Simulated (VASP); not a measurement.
# SiC (R3m) in VASP: further runs

The runs below take SiC through single point, with PBE.

All numbers are computed with VASP 6.6.1; they aren't measurements. Logs are shortened: lines on timing, memory, paths and dates and some standing lists are left out, and cuts for length are marked.

## 1. The cell of the first run

Symmetry: R3m, No. 160, trigonal system. The conventional cell has a = 3.246 Å, b = 3.246 Å, c = 6.758 Å, α = 90.00°, β = 90.00°, γ = 120.00°. Within 2.2 Å of Si (site symmetry 3m) lie 4 C at 1.69 to 1.96 Å. Within 2.2 Å of C (site symmetry 3m) lie 4 Si at 1.69 to 1.96 Å.

## 2. Single point, PBE

File INCAR:

```
SYSTEM = SiC
PREC = Accurate
ENCUT = 520
EDIFF = 1E-6
ISMEAR = 0
SIGMA = 0.05
LREAL = .FALSE.
LASPH = .TRUE.
NELM = 60
ALGO = Normal
ISIF = 2
LWAVE = .FALSE.
LCHARG = .FALSE.
GGA = PE
NBANDS = 11
```

File KPOINTS:

```
Automatic mesh
0
G
  12 12 12
  0 0 0
```

File POSCAR:

```
SiC
1.0
   -0.2295020475      2.0655184278      2.0655184278
    2.0655184278     -0.2295020475      2.0655184278
    2.0655184278      2.0655184278     -0.2295020475
Si C
1 1
Direct
    0.0000000000      0.0000000000      0.0000000000
    0.7500000000      0.7500000000      0.7500000000
```

Potentials or basis: VASP PAW PBE potentials, release 64 (Si, C).

On the command line:

```console
$ cat potpaw_PBE.64/Si/POTCAR potpaw_PBE.64/C/POTCAR > POTCAR
$ mpirun -np 1 vasp_std > vasp.out
```

OUTCAR:

```text
SYSTEM = SiC
   PREC = Accurate
   ENCUT = 520
   EDIFF = 1E-6
   ISMEAR = 0
   LREAL = .FALSE.
   LASPH = .TRUE.
   NELM = 60
   ISIF = 2
   GGA = PE

 ion  position               nearest neighbor table
   1  0.000  0.000  0.000-   2 1.69   2 1.96   2 1.96   2 1.96
   2  0.750  0.750  0.750-   1 1.69   1 1.96   1 1.96   1 1.96

  LATTYP: Found a trigonal (rhomboedric) cell.
 ALAT       =     2.9300859955
 COS(alpha) =     0.3865030675

  Lattice vectors:

 A1 = (  -0.2295020475,   2.0655184278,   2.0655184278)
 A2 = (   2.0655184278,  -0.2295020475,   2.0655184278)
 A3 = (   2.0655184278,   2.0655184278,  -0.2295020475)

Analysis of symmetry for initial positions (statically):
=====================================================================
 Subroutine PRICEL returns:
 Original cell was already a primitive cell.

 Routine SETGRP: Setting up the symmetry group for a
 trigonal (rhombohedral) supercell.

 Subroutine GETGRP returns: Found  6 space group operations
 (whereof  6 operations were pure point group operations)
 out of a pool of 12 trial point group operations.

The static configuration has the point symmetry C_3v.

Analysis of symmetry for dynamics (positions and initial velocities):
=====================================================================
 Subroutine PRICEL returns:
 Original cell was already a primitive cell.

 Routine SETGRP: Setting up the symmetry group for a
 trigonal (rhombohedral) supercell.

 Subroutine GETGRP returns: Found  6 space group operations
 (whereof  6 operations were pure point group operations)
 out of a pool of 12 trial point group operations.

The dynamic configuration has the point symmetry C_3v.

 Subroutine INISYM returns: Found  6 space group operations
 (whereof  6 operations are pure point group operations),
 and found     1 'primitive' translations

----------------------------------------------------------------------------------------

                                     Primitive cell

  volume of cell :      20.5498

  direct lattice vectors                    reciprocal lattice vectors
    -0.229502048  2.065518428  2.065518428    -0.205047511  0.230678449  0.230678449
     2.065518428 -0.229502048  2.065518428     0.230678449 -0.205047511  0.230678449
     2.065518428  2.065518428 -0.229502048     0.230678449  0.230678449 -0.205047511

  length of vectors
     2.930085995  2.930085995  2.930085995     0.385317500  0.385317500  0.385317500

  position of ions in fractional coordinates (direct lattice)
     0.000000000  0.000000000  0.000000000
     0.750000000  0.750000000  0.750000000

  ion indices of the primitive-cell ions
   primitive index   ion index
                 1           1
                 2           2

----------------------------------------------------------------------------------------

 KPOINTS: Automatic mesh

Automatic generation of k-mesh.
 Grid dimensions read from file:
 generate k-points for:   12   12   12

 Generating k-lattice:

  Cartesian coordinates                     Fractional coordinates (reciprocal lattice)
    -0.017087293  0.019223204  0.019223204     0.083333333  0.000000000 -0.000000000
     0.019223204 -0.017087293  0.019223204     0.000000000  0.083333333 -0.000000000
     0.019223204  0.019223204 -0.017087293    -0.000000000 -0.000000000  0.083333333

  Length of vectors
     0.032109792  0.032109792  0.032109792

  Shift w.r.t. Gamma in fractional coordinates (k-lattice)
     0.000000000  0.000000000  0.000000000

 Subroutine IBZKPT returns following result:
 ===========================================

 Found    189 irreducible k-points:

 Following reciprocal coordinates:
            Coordinates               Weight
  0.000000  0.000000  0.000000      1.000000
  0.083333  0.000000 -0.000000      6.000000
  0.166667 -0.000000 -0.000000      6.000000
  0.250000  0.000000 -0.000000      6.000000
  0.333333 -0.000000 -0.000000      6.000000
  0.416667  0.000000 -0.000000      6.000000
[... 16 lines left out ...]
  0.500000  0.166667 -0.000000     12.000000
 -0.416667  0.166667 -0.000000     12.000000
 [... further k-points ...]
   k-points           NKPTS =    189   k-points in BZ     NKDIM =    189   number of bands    NBANDS=     11
   number of dos      NEDOS =    301   number of ions     NIONS =      2
   total plane-waves  NPLWV =  13824
   dimension x,y,z NGX =    24 NGY =   24 NGZ =   24
   dimension x,y,z NGXF=    48 NGYF=   48 NGZF=   48
   ions per type =               1   1
   NGX,Y,Z   is equivalent  to a cutoff of  13.62, 13.62, 13.62 a.u.
   NGXF,Y,Z  is equivalent  to a cutoff of  27.23, 27.23, 27.23 a.u.
 SYSTEM =  SiC
   PREC   = accura    normal or accurate (medium, high low for compatibility)
   ISTART =      0    job   : 0-new  1-cont  2-samecut
   ICHARG =      2    charge: 1-file 2-atom 10-const
   ISPIN  =      1    spin polarized calculation?
   LNONCOLLINEAR =      F non collinear calculations
   LSORBIT =      F    spin-orbit coupling
   LASPH  =      T    aspherical Exc in radial PAW
   ENCUT  =  520.0 eV  38.22 Ry    6.18 a.u.   5.45  5.45  5.45*2*pi/ulx,y,z
   NELM   =     60;   NELMIN=  2; NELMDL= -5     # of ELM steps
   EDIFF  = 0.1E-05   stopping-criterion for ELM
   LREAL  =      F    real-space projection
   EDIFFG = 0.1E-04   stopping-criterion for IOM
   NSW    =      0    number of steps for IOM
   IBRION =     -1    ionic relax: 0-MD 1-quasi-New 2-CG
   NFREE  =      0    steps in history (QN), initial steepest desc. (CG)
   ISIF   =      2    stress and relaxation
   ISYM   =      2    0-nonsym 1-usesym 2-fastsym
   POTIM  = 0.5000    time-step for ionic-motion
   TEBEG  =    0.0;   TEEND  =   0.0 temperature during run
   PSTRESS=    0.0 pullay stress
   NELECT =       8.0000    total number of electrons
   NUPDOWN=      -1.0000    fix difference up-down
   EMIN   =  10.00;   EMAX   =-10.00  energy-range for DOS
   EFERMI =   0.00;   METHOD = LEGACY
   ISMEAR =     0;   SIGMA  =   0.05  broadening in eV -4-tet -1-fermi 0-gaus
   EFERMI_NEDOS =   21; number of points for ismear=-14 and -15
   IALGO  =     38    algorithm
   IMIX   =      4    mixing-type and parameters
     AMIX     =   0.40;   BMIX     =  1.00
     AMIX_MAG =   1.60;   BMIX_MAG =  1.00
  volume/ion in A,a.u.               =      10.27        69.34
  Fermi-wavevector in a.u.,A,eV,Ry     =   1.195369  2.258920 19.441458  1.428907
  Thomas-Fermi vector in A             =   2.331336
   LORBIT       =      0    0 simple, 1 ext, 2 COOP (PROOUT), +10 PAW based schemes
   GGA     = PE    functional components
   LHFCALC =     F    Hartree Fock is set to
   AEXX    =    0.0000 exact exchange contribution
   IVDW    =     0    specifies the selected vdW correction
   LEPSILON=     F    determine dielectric tensor
   LRPA    =     F    only Hartree local field effects (RPA)
 non-spin polarized calculation
 Gauss-broadening in eV      SIGMA  =   0.05
  energy-cutoff  :      520.00
  volume of cell :       20.55
 maximum number of plane-waves:       566
 NGX is ok and might be reduce to    24
   NGX = 11   NGY = 11   NGZ = 11

 number of electron       7.9999999 magnetization

 Free energy of the ion-electron system (eV)
  ---------------------------------------------------
  ext. energy  EPLUGINS =         0.00000000
  ---------------------------------------------------
  free energy    TOTEN  =       -14.36595496 eV

  energy without entropy =      -14.36595496  energy(sigma->0) =      -14.36595496

 E-fermi :   8.7125     XC(G=0): -11.3760

 val. band max:        8.4639376848   @ k =   0.0000   0.0000   0.0000
 cond. band min:       9.1296272431   @ k =   0.5000   0.5000  -0.0000
 fundamental gap:      0.6656895583
 Fermi energy:         8.7124893339

 k-point     1 :       0.0000    0.0000    0.0000
  band No.  band energies     occupation
      1      -7.3355      2.00000
      2       7.9382      2.00000
      3       7.9382      2.00000
      4       8.4639      2.00000
      5      12.9524      0.00000
      6      14.4248      0.00000
      7      14.4248      0.00000
      8      19.9575      0.00000
      9      23.0309      0.00000
     10      23.0309      0.00000
     11      24.9996      0.00000

 k-point     2 :       0.0833    0.0000   -0.0000
  band No.  band energies     occupation
      1      -7.2097      2.00000
      2       7.1166      2.00000
      3       7.8933      2.00000
      4       8.3854      2.00000
      5      13.3027      0.00000
      6      14.5807      0.00000
      7      14.8111      0.00000
      8      19.8383      0.00000
      9      22.0592      0.00000
     10      22.8011      0.00000
     11      25.0197      0.00000

 k-point     3 :       0.1667   -0.0000   -0.0000
  band No.  band energies     occupation
      1      -6.8370      2.00000
      2       5.3907      2.00000
      3       7.7841      2.00000
      4       8.1759      2.00000
      5      13.7635      0.00000
      6      14.9417      0.00000
      7      15.6805      0.00000
      8      19.6071      0.00000
      9      20.9284      0.00000
     10      22.6745      0.00000
     11      24.4608      0.00000

 k-point     4 :       0.2500    0.0000   -0.0000
  band No.  band energies     occupation
      1      -6.2336      2.00000
      2       3.4746      2.00000
      3       7.6618      2.00000
      4       7.9281      2.00000
      5      14.0142      0.00000
      6      15.2117      0.00000
      7      16.4326      0.00000
      8      19.3567      0.00000
      9      20.5240      0.00000
     10      22.9637      0.00000
     11      24.3814      0.00000
[... 239 lines left out ...]
 k-point    22 :       0.4167    0.1667   -0.0000
  band No.  band energies     occupation
      1      -4.6189      2.00000
      2       1.2621      2.00000
      3       6.0724      2.00000
      4       7.0402      2.00000
      5      13.5606      0.00000
      6      15.4238      0.00000
      7      16.9209      0.00000
      8      18.6493      0.00000
      9      21.4515      0.00000
     10      25.4091      0.00000
     11      27.1166      0.00000

 k-point    23 :       0.5000    0.1667   -0.0000
  band No.  band energies     occupation
      1      -3.8937      2.00000
      2       0.1276      2.00000
      3       5.6190      2.00000
      4       7.0973      2.00000
      5      13.7524      0.00000
      6      15.7096      0.00000
      7      17.4631      0.00000
      8      18.6221      0.00000
      9      21.6734      0.00000
     10      25.8579      0.00000
     11      26.4966      0.00000

 k-point    24 :      -0.4167    0.1667   -0.0000
  band No.  band energies     occupation
      1      -3.8611      2.00000
      2       0.0890      2.00000
      3       5.2290      2.00000
      4       7.2733      2.00000
      5      14.0622      0.00000
      6      15.6653      0.00000
      7      17.8305      0.00000
      8      19.0927      0.00000
      9      21.5762      0.00000
     10      25.1685      0.00000
     11      26.6496      0.00000

 [... further k-points ...]
[... 5 lines left out ...]
  --------------------------------------------------------------------------------------
  -------------------------------------------------------------------------------------
  Total        1.7805549      1.7805549      1.7805549      4.4199522      4.4199522      4.4199522
  in kB      138.8216961    138.8216961    138.8216961    344.6033886    344.6033886    344.6033886
  external PRESSURE =     138.8216961 kB  Pullay stress =       0.0000000 kB

 VOLUME and BASIS-vectors are now :
 -----------------------------------------------------------------------------
  energy-cutoff  :      520.00
  volume of cell :       20.55
      direct lattice vectors                 reciprocal lattice vectors
    -0.229502048  2.065518428  2.065518428    -0.205047511  0.230678449  0.230678449
     2.065518428 -0.229502048  2.065518428     0.230678449 -0.205047511  0.230678449
     2.065518428  2.065518428 -0.229502048     0.230678449  0.230678449 -0.205047511

 POSITION                                       TOTAL-FORCE (eV/Angst)
 -----------------------------------------------------------------------------------
      0.00000      0.00000      0.00000         1.907934      1.907934      1.907934
      2.92615      2.92615      2.92615        -1.907934     -1.907934     -1.907934
 -----------------------------------------------------------------------------------
    total drift:                                0.000019      0.000019      0.000019

  FREE ENERGIE OF THE ION-ELECTRON SYSTEM (eV)
  ---------------------------------------------------
  free  energy   TOTEN  =       -14.3659549636 eV

  energy  without entropy=      -14.3659549636  energy(sigma->0) =      -14.36595496
```

It took 20 s on 1 thread of Intel Xeon Platinum 8488C (Sapphire Rapids), shared host; peak memory 0.16 GiB.

What came out:

```
Free energy            : -14.3660 eV
Pressure               : 13.9 GPa
Largest force          : 3.305 eV/Å
Band gap on the k mesh : 0.67 eV, indirect (least direct gap 3.07 eV)
```

Forces on the atoms (eV/Å):
```
Si   1.908  1.908  1.908
C   -1.908 -1.908 -1.908
```

Stress tensor (GPa, compression positive):
```
13.88 34.46 34.46
34.46 13.88 34.46
34.46 34.46 13.88
```

Levels at points of the mesh, in eV from the valence-band top:
| k point | band 2 | band 3 | band 4 | band 5 | band 6 | band 7 |
| --- | --- | --- | --- | --- | --- | --- |
| (0.00, 0.00, 0.00) | -0.53 | -0.53 | 0.00 | 4.49 | 5.96 | 5.96 |
| (0.50, 0.00, 0.00) | -8.95 | -0.97 | -0.94 | 5.55 | 6.40 | 8.50 |
| (0.50, 0.50, 0.00) | -8.00 | -4.33 | -2.40 | 0.67 | 4.73 | 12.32 |
| (0.50, 0.50, 0.50) | -8.33 | -2.27 | -2.27 | 3.06 | 5.65 | 5.65 |

Caveat: forces of over 1 eV/Å act on the atoms, so gaps and moduli don't describe the material at rest. A k mesh can miss the band edges.

[end of part 1 of 2]
